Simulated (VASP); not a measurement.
# InSb (F-43m) in VASP: further runs

InSb is run at these levels: PBE; tasks: single point.

Program: VASP 6.6.1. These are calculated values, not measurements. Logs are shortened: lines on timing, memory, paths and dates and some standing lists are left out, and cuts for length are marked.

## Step 1: The cell of the first run

The structure is cubic, space group F-43m (No. 216). The conventional cell has a = 6.727 Å, b = 6.727 Å, c = 6.727 Å, α = 90.00°, β = 90.00°, γ = 90.00°. In (site symmetry -43m) has 4 Sb at 2.91 Å within 3.8 Å. Sb (site symmetry -43m) has 4 In at 2.91 Å within 3.8 Å.

## Step 2: Single point, PBE

INCAR

```
PREC = Accurate
ENCUT = 500
EDIFF = 1E-6
ISMEAR = 0
SIGMA = 0.05
LREAL = F
LASPH = T
NELM = 120
ALGO = Normal
ISIF = 2
LWAVE = F
LCHARG = F
GGA = PE
NBANDS = 16
GGA_COMPAT = F
```

KPOINTS

```
regular mesh
0
Gamma
  4 4 4
```

POSCAR

```
InSb
1.0
    0.0000000000      3.3635042142      3.3635042142
    3.3635042142      0.0000000000      3.3635042142
    3.3635042142      3.3635042142      0.0000000000
In Sb
1 1
Direct
    0.0000000000      0.0000000000      0.0000000000
    0.2500000000      0.2500000000      0.2500000000
```

Potentials or basis: VASP PAW PBE potentials, release 64 (In_d, Sb).

On the command line:

```
> cat potpaw_PBE.64/In_d/POTCAR potpaw_PBE.64/Sb/POTCAR > POTCAR
> mpirun -np 1 vasp_std > vasp.out
```

OUTCAR:

```text
PREC = Accurate
   ENCUT = 500
   EDIFF = 1E-6
   ISMEAR = 0
   LREAL = F
   LASPH = T
   NELM = 120
   ISIF = 2
   GGA = PE

 ion  position               nearest neighbor table
   1  0.000  0.000  0.000-   2 2.91   2 2.91   2 2.91   2 2.91
   2  0.250  0.250  0.250-   1 2.91   1 2.91   1 2.91   1 2.91

  LATTYP: Found a face centered cubic cell.
 ALAT       =     6.7270084284

  Lattice vectors:

 A1 = (   0.0000000000,   3.3635042142,   3.3635042142)
 A2 = (   3.3635042142,   0.0000000000,   3.3635042142)
 A3 = (   3.3635042142,   3.3635042142,   0.0000000000)

Analysis of symmetry for initial positions (statically):
=====================================================================
 Subroutine PRICEL returns:
 Original cell was already a primitive cell.

 Routine SETGRP: Setting up the symmetry group for a
 face centered cubic supercell.

 Subroutine GETGRP returns: Found 24 space group operations
 (whereof 24 operations were pure point group operations)
 out of a pool of 48 trial point group operations.

The static configuration has the point symmetry T_d .

Analysis of symmetry for dynamics (positions and initial velocities):
=====================================================================
 Subroutine PRICEL returns:
 Original cell was already a primitive cell.

 Routine SETGRP: Setting up the symmetry group for a
 face centered cubic supercell.

 Subroutine GETGRP returns: Found 24 space group operations
 (whereof 24 operations were pure point group operations)
 out of a pool of 48 trial point group operations.

The dynamic configuration has the point symmetry T_d .

 Subroutine INISYM returns: Found 24 space group operations
 (whereof 24 operations are pure point group operations),
 and found     1 'primitive' translations

----------------------------------------------------------------------------------------

                                     Primitive cell

  volume of cell :      76.1037

  direct lattice vectors                    reciprocal lattice vectors
     0.000000000  3.363504214  3.363504214    -0.148654489  0.148654489  0.148654489
     3.363504214  0.000000000  3.363504214     0.148654489 -0.148654489  0.148654489
     3.363504214  3.363504214  0.000000000     0.148654489  0.148654489 -0.148654489

  length of vectors
     4.756713277  4.756713277  4.756713277     0.257477128  0.257477128  0.257477128

  position of ions in fractional coordinates (direct lattice)
     0.000000000  0.000000000  0.000000000
[... 61 lines left out ...]
   EDIFF  = 0.1E-05   stopping-criterion for ELM
   LREAL  =      F    real-space projection
   EDIFFG = 0.1E-04   stopping-criterion for IOM
   NSW    =      0    number of steps for IOM
   IBRION =     -1    ionic relax: 0-MD 1-quasi-New 2-CG
   NFREE  =      0    steps in history (QN), initial steepest desc. (CG)
   ISIF   =      2    stress and relaxation
   ISYM   =      2    0-nonsym 1-usesym 2-fastsym
   POTIM  = 0.5000    time-step for ionic-motion
   TEBEG  =    0.0;   TEEND  =   0.0 temperature during run
   PSTRESS=    0.0 pullay stress
   NELECT =      18.0000    total number of electrons
   NUPDOWN=      -1.0000    fix difference up-down
   EMIN   =  10.00;   EMAX   =-10.00  energy-range for DOS
   EFERMI =   0.00;   METHOD = LEGACY
   ISMEAR =     0;   SIGMA  =   0.05  broadening in eV -4-tet -1-fermi 0-gaus
   EFERMI_NEDOS =   21; number of points for ismear=-14 and -15
   IALGO  =     38    algorithm
   IMIX   =      4    mixing-type and parameters
     AMIX     =   0.40;   BMIX     =  1.00
     AMIX_MAG =   1.60;   BMIX_MAG =  1.00
  volume/ion in A,a.u.               =      38.05       256.79
  Fermi-wavevector in a.u.,A,eV,Ry     =   1.012427  1.913209 13.946085  1.025008
  Thomas-Fermi vector in A             =   2.145536
   LORBIT       =      0    0 simple, 1 ext, 2 COOP (PROOUT), +10 PAW based schemes
   GGA     = PE    functional components
   LHFCALC =     F    Hartree Fock is set to
   AEXX    =    0.0000 exact exchange contribution
   IVDW    =     0    specifies the selected vdW correction
   LEPSILON=     F    determine dielectric tensor
   LRPA    =     F    only Hartree local field effects (RPA)
 non-spin polarized calculation
 Gauss-broadening in eV      SIGMA  =   0.05
  energy-cutoff  :      500.00
  volume of cell :       76.10
 maximum number of plane-waves:      1964
 NGX is ok and might be reduce to    36
   NGX = 17   NGY = 17   NGZ = 17

 number of electron      18.0000001 magnetization

 Free energy of the ion-electron system (eV)
  ---------------------------------------------------
  ext. energy  EPLUGINS =         0.00000000
  ---------------------------------------------------
  free energy    TOTEN  =        -6.81168105 eV

  energy without entropy =       -6.81047588  energy(sigma->0) =       -6.81107847

 E-fermi :   4.0401     XC(G=0):  -8.1858

 val. band max:        4.0248605214   @ k =   0.0000   0.0000   0.0000
 cond. band min:       4.3675934938   @ k =   0.5000   0.0000   0.0000
 fundamental gap:      0.3427329725
 Fermi energy:         4.0400889332

 k-point     1 :       0.0000    0.0000    0.0000
  band No.  band energies     occupation
      1     -10.4107      2.00000
      2     -10.4107      2.00000
      3     -10.4107      2.00000
      4     -10.3542      2.00000
      5     -10.3542      2.00000
      6      -6.0317      2.00000
[... 129 lines left out ...]
      3     -10.3838      2.00000
      4     -10.3597      2.00000
      5     -10.3521      2.00000
      6      -4.4208      2.00000
[... 8 lines left out ...]
     15      13.2412      0.00000
     16      14.0334      0.00000

------------------------ aborting loop because EDIFF is reached ----------------------------------------

  FORCE on cell =-STRESS in cart. coord.  units (eV):
  Direction    XX          YY          ZZ          XY          YZ          ZX
  --------------------------------------------------------------------------------------
  -------------------------------------------------------------------------------------
  Total       -0.4774597     -0.4774597     -0.4774597      0.0000000      0.0000000      0.0000000
  in kB      -10.0517429    -10.0517429    -10.0517429      0.0000000      0.0000000      0.0000000
  external PRESSURE =     -10.0517429 kB  Pullay stress =       0.0000000 kB

 VOLUME and BASIS-vectors are now :
 -----------------------------------------------------------------------------
  energy-cutoff  :      500.00
  volume of cell :       76.10
      direct lattice vectors                 reciprocal lattice vectors
     0.000000000  3.363504214  3.363504214    -0.148654489  0.148654489  0.148654489
     3.363504214  0.000000000  3.363504214     0.148654489 -0.148654489  0.148654489
     3.363504214  3.363504214  0.000000000     0.148654489  0.148654489 -0.148654489

 POSITION                                       TOTAL-FORCE (eV/Angst)
 -----------------------------------------------------------------------------------
      0.00000      0.00000      0.00000        -0.000000     -0.000000      0.000000
      1.68175      1.68175      1.68175         0.000000      0.000000      0.000000
 -----------------------------------------------------------------------------------
    total drift:                               -0.000000     -0.000000      0.000000

  FREE ENERGIE OF THE ION-ELECTRON SYSTEM (eV)
  ---------------------------------------------------
  free  energy   TOTEN  =        -6.8116810547 eV

  energy  without entropy=       -6.8104758803  energy(sigma->0) =       -6.81107847
```

OSZICAR:

```text
N       E                     dE             d eps       ncg     rms          rms(c)
DAV:   1     0.115314316785E+03    0.11531E+03   -0.77509E+03   256   0.107E+03
DAV:   2     0.607460522946E+00   -0.11471E+03   -0.11088E+03   296   0.275E+02
DAV:   3    -0.668315726251E+01   -0.72906E+01   -0.72673E+01   320   0.708E+01
DAV:   4    -0.690023494938E+01   -0.21708E+00   -0.21704E+00   336   0.146E+01
DAV:   5    -0.691458827469E+01   -0.14353E-01   -0.14353E-01   384   0.308E+00    0.352E+00
DAV:   6    -0.681806063104E+01    0.96528E-01   -0.16406E-01   376   0.555E+00    0.207E+00
DAV:   7    -0.680869313049E+01    0.93675E-02   -0.63651E-02   352   0.207E+00    0.593E-01
DAV:   8    -0.681063500915E+01   -0.19419E-02   -0.76422E-03   320   0.914E-01    0.211E-01
DAV:   9    -0.681153885772E+01   -0.90385E-03   -0.11028E-03   320   0.270E-01    0.751E-02
DAV:  10    -0.681161833161E+01   -0.79474E-04   -0.62916E-05   336   0.523E-02    0.337E-02
DAV:  11    -0.681167909187E+01   -0.60760E-04   -0.11089E-04   296   0.626E-02    0.241E-02
DAV:  12    -0.681168019080E+01   -0.10989E-05   -0.17944E-06   320   0.804E-03    0.792E-03
DAV:  13    -0.681168153959E+01   -0.13488E-05   -0.20567E-06   296   0.709E-03    0.537E-03
DAV:  14    -0.681168105466E+01    0.48493E-06   -0.15375E-07   272   0.290E-03
   1 F= -.68116811E+01 E0= -.68110785E+01  d E =-.120517E-02
```

stdout:

```text
POSCAR found type information on POSCAR InSb
 POSCAR found :  2 types and       2 ions
 scaLAPACK will be used
 LDA part: xc-table for (Slater+PW92), standard interpolation
 POSCAR, INCAR and KPOINTS ok, starting setup
 FFT: planning ... GRIDC
 FFT: planning ... GRID_SOFT
 FFT: planning ... GRID
 WAVECAR not read
 entering main loop
```

Wall time 12 s (1 thread of Intel Xeon Platinum 8259CL at 2.50GHz (Skylake/Cascade Lake), shared host); peak memory 0.2 GiB.

What came out:

- Free energy: -6.8117 eV
- Pressure: -1.0 GPa
- Band gap on the k mesh: zero (filled and empty bands touch)

Caveat: the k points lie up to 0.40 Å⁻¹ apart; spin-orbit coupling is left out, which moves the levels of the heavy elements.

## Step 3: Single point, PBE (volume scaled by 1.000 of the coarse rest volume)

INCAR

```
SYSTEM = InSb
  ALGO = Normal
  EDIFF = 1E-6
  ENCUT = 500
  GGA = PE
  GGA_COMPAT = .False.
  ISIF = 2
  ISMEAR = -1
  LASPH = .True.
  LCHARG = .True.
  LELF = .True.
  LREAL = .False.
  LVHAR = .True.
  LWAVE = .False.
  NBANDS = 16
  NELM = 120
  PREC = Accurate
  SIGMA = 0.15
```

KPOINTS

```
k-points
0
Gamma
  8 8 8
  0 0 0
```

POSCAR

```
InSb
1.0
    0.0000000000      3.3308000000      3.3308000000
    3.3308000000      0.0000000000      3.3308000000
    3.3308000000      3.3308000000      0.0000000000
In Sb
1 1
Direct
    0.0000000000      0.0000000000      0.0000000000
    0.2500000000      0.2500000000      0.2500000000
```

Potentials or basis: VASP PAW PBE potentials, release 64 (In_d, Sb).

On the command line:

```
> cat potpaw_PBE.64/In_d/POTCAR potpaw_PBE.64/Sb/POTCAR > POTCAR
> mpirun -np 1 vasp_std > vasp.out
```

OUTCAR:

```text
SYSTEM = InSb
   EDIFF = 1E-6
   ENCUT = 500
   GGA = PE
   ISIF = 2
   ISMEAR = -1
   LASPH = .True.
   LREAL = .False.
   NELM = 120
   PREC = Accurate

 ion  position               nearest neighbor table
   1  0.000  0.000  0.000-   2 2.88   2 2.88   2 2.88   2 2.88
   2  0.250  0.250  0.250-   1 2.88   1 2.88   1 2.88   1 2.88

  LATTYP: Found a face centered cubic cell.
 ALAT       =     6.6616000000

  Lattice vectors:

 A1 = (   0.0000000000,   3.3308000000,   3.3308000000)
 A2 = (   3.3308000000,   0.0000000000,   3.3308000000)
 A3 = (   3.3308000000,   3.3308000000,   0.0000000000)

Analysis of symmetry for initial positions (statically):
=====================================================================
 Subroutine PRICEL returns:
 Original cell was already a primitive cell.

 Routine SETGRP: Setting up the symmetry group for a
 face centered cubic supercell.

 Subroutine GETGRP returns: Found 24 space group operations
 (whereof 24 operations were pure point group operations)
 out of a pool of 48 trial point group operations.

The static configuration has the point symmetry T_d .

Analysis of symmetry for dynamics (positions and initial velocities):
[... 154 lines left out ...]
  ---------------------------------------------------
  free energy    TOTEN  =        -6.95177171 eV

  energy without entropy =       -6.93989275  energy(sigma->0) =       -6.94583223

 E-fermi :   4.4472     XC(G=0):  -8.3336

 val. band max:        4.2629740150   @ k =   0.0000   0.0000   0.0000
 cond. band min:       4.6633370006   @ k =   0.5000   0.0000   0.0000
 fundamental gap:      0.4003629857
 Fermi energy:         4.4471696184

 k-point     1 :       0.0000    0.0000    0.0000
  band No.  band energies     occupation
      1     -10.1834      2.00000
      2     -10.1834      2.00000
      3     -10.1834      2.00000
      4     -10.1192      2.00000
      5     -10.1192      2.00000
      6      -5.9557      2.00000
[... 433 lines left out ...]
      3     -10.1615      2.00000
      4     -10.1219      2.00000
      5     -10.1176      2.00000
      6      -4.5541      2.00000
[... 8 lines left out ...]
     15      13.1434      0.00000
     16      13.4242      0.00000

 [... further k-points ...]
[... 5 lines left out ...]
  --------------------------------------------------------------------------------------
  -------------------------------------------------------------------------------------
  Total       -0.1838850     -0.1838850     -0.1838850      0.0000000      0.0000000      0.0000000
  in kB       -3.9864040     -3.9864040     -3.9864040      0.0000000      0.0000000      0.0000000
  external PRESSURE =      -3.9864040 kB  Pullay stress =       0.0000000 kB

 VOLUME and BASIS-vectors are now :
 -----------------------------------------------------------------------------
  energy-cutoff  :      500.00
  volume of cell :       73.91
      direct lattice vectors                 reciprocal lattice vectors
     0.000000000  3.330800000  3.330800000    -0.150114087  0.150114087  0.150114087
     3.330800000  0.000000000  3.330800000     0.150114087 -0.150114087  0.150114087
     3.330800000  3.330800000  0.000000000     0.150114087  0.150114087 -0.150114087

 POSITION                                       TOTAL-FORCE (eV/Angst)
 -----------------------------------------------------------------------------------
      0.00000      0.00000      0.00000        -0.000000      0.000000     -0.000000
      1.66540      1.66540      1.66540         0.000000     -0.000000      0.000000
 -----------------------------------------------------------------------------------
    total drift:                               -0.000000     -0.000000     -0.000000

  FREE ENERGIE OF THE ION-ELECTRON SYSTEM (eV)
  ---------------------------------------------------
  free  energy   TOTEN  =        -6.9517717096 eV

  energy  without entropy=       -6.9398927495  energy(sigma->0) =       -6.94583223
```

OSZICAR:

```text
N       E                     dE             d eps       ncg     rms          rms(c)
DAV:   1     0.115296995029E+03    0.11530E+03   -0.76650E+03   928   0.106E+03
DAV:   2     0.243895850196E+00   -0.11505E+03   -0.11129E+03  1032   0.272E+02
DAV:   3    -0.683193624836E+01   -0.70758E+01   -0.70493E+01  1168   0.711E+01
DAV:   4    -0.703509595607E+01   -0.20316E+00   -0.20311E+00  1240   0.142E+01
DAV:   5    -0.704626766926E+01   -0.11172E-01   -0.11172E-01  1336   0.265E+00    0.364E+00
DAV:   6    -0.695906639422E+01    0.87201E-01   -0.14918E-01  1384   0.551E+00    0.212E+00
DAV:   7    -0.694980596156E+01    0.92604E-02   -0.58121E-02  1216   0.211E+00    0.581E-01
DAV:   8    -0.695100562682E+01   -0.11997E-02   -0.67685E-03  1216   0.895E-01    0.205E-01
DAV:   9    -0.695167075766E+01   -0.66513E-03   -0.90148E-04  1104   0.254E-01    0.697E-02
DAV:  10    -0.695172349251E+01   -0.52735E-04   -0.48120E-05  1304   0.450E-02    0.302E-02
DAV:  11    -0.695176969764E+01   -0.46205E-04   -0.83514E-05  1048   0.537E-02    0.212E-02
DAV:  12    -0.695177084896E+01   -0.11513E-05   -0.11982E-06  1056   0.697E-03    0.711E-03
DAV:  13    -0.695177170955E+01   -0.86060E-06   -0.16233E-06  1048   0.689E-03
   1 F= -.69517717E+01 E0= -.69458322E+01  d E =-.118790E-01
```

Run time: 28 s. Hardware: 1 thread of Intel Xeon Platinum 8259CL at 2.50GHz (Skylake/Cascade Lake), shared host; peak memory 0.21 GiB.

What came out:

* Free energy: -6.9518 eV
* Pressure: -0.4 GPa
* Band gap on the k mesh: zero (filled and empty bands touch)

Levels at points of the mesh, in eV from the Fermi level:
| k point | band 7 | band 8 | band 9 | band 10 | band 11 | band 12 |
| --- | --- | --- | --- | --- | --- | --- |
| (0.00, 0.00, 0.00) | -0.84 | -0.18 | -0.18 | -0.18 | 2.78 | 2.78 |
| (0.50, 0.00, 0.00) | -5.44 | -1.07 | -1.07 | 0.22 | 3.61 | 3.61 |
| (0.50, 0.50, 0.00) | -5.76 | -2.18 | -2.18 | 1.18 | 1.30 | 7.48 |

Caveat: spin-orbit coupling is left out, which moves the levels of the heavy elements.
